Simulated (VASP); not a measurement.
Input of a VASP 6.6.1 run:

The input INCAR:

```
SYSTEM = Al
PREC = Accurate ; ENCUT = 520
EDIFF = 1E-6 ; ISMEAR = -1
SIGMA = 0.05 ; LREAL = .FALSE.
LASPH = .TRUE. ; NELM = 60
ALGO = Normal ; ISIF = 2
LWAVE = .FALSE. ; LCHARG = .FALSE.
GGA = PS ; NBANDS = 14
```

File KPOINTS:

```
regular mesh
0
G
  11 11 3
  0 0 0
```

The input POSCAR:

```
Al
1.0
    2.7419113391      0.0000000000      0.0000000000
   -1.3709556695      2.3745648746      0.0000000000
    0.0000000000      0.0000000000      9.0445065890
Al
4
Direct
    0.6666666667      0.3333333333      0.7500000000
    0.0000000000      0.0000000000      0.5000000000
    0.3333333333      0.6666666667      0.2500000000
    0.0000000000      0.0000000000      0.0000000000
```

Potentials or basis: VASP PAW PBE potentials, release 64 (Al).

The run is started by

```sh
$ cat potpaw_PBE.64/Al/POTCAR > POTCAR
$ mpirun -np 1 vasp_std > vasp.out
```

What does it give for the pressure?

10.1 GPa.

What does it give for the band gap on the k mesh?

Zero (band 6 reaches 13.10 eV, above the bottom of band 7 at 7.32 eV).

Caveat: the PAW data sets were made with another functional, which shifts forces and pressure a little.
